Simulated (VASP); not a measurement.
Al2O3, 5 atoms in the cell. It takes space group P-3m1 (No. 164, trigonal). Conventional cell: a = 2.997 Å, b = 2.997 Å, c = 7.524 Å, α = 90.00°, β = 90.00°, γ = 120.00°. Within 2.2 Å of Al (site symmetry 3m) lie 4 O at 1.67 to 1.83 Å. Within 2.2 Å of O (site symmetry -3m) lie 2 Al at 1.67 Å. Within 2.4 Å of O (site symmetry 3m) lie 3 Al at 1.83 Å.  This cell differs from its parent crystal: volume scaled by 0.98.

```yaml
Program: VASP 6.6.1
Task: single point
Functional: LDA
Potentials_or_basis: VASP PAW LDA potentials, release 64 (Al, O)
Cutoff: 520 eV
k_mesh: 10 × 10 × 4
Occupations: fermi-dirac, width 0.05 eV
Spin: no spin polarisation
Dipole_correction: no
Further_INCAR_settings: ALGO = Normal; EDIFF = 1e-07; NBANDS = 20
```

Potentials or basis: VASP PAW LDA potentials, release 64 (Al, O).

Launch:

```bash
$ cat potpaw_LDA.64/Al/POTCAR potpaw_LDA.64/O/POTCAR > POTCAR
$ mpirun -np 1 vasp_std > vasp.out
```

Hardware: 1 thread of AMD EPYC 7R43 64-Core Processor (Zen 3), on a shared host.

Problem. How long does it take, and how much memory?

Solution. Wall time 73 s on 1 thread of AMD EPYC 7R43 64-Core Processor (Zen 3) (shared host), peak memory 0.14 GiB. Counts: scf iterations 15, k points 50.
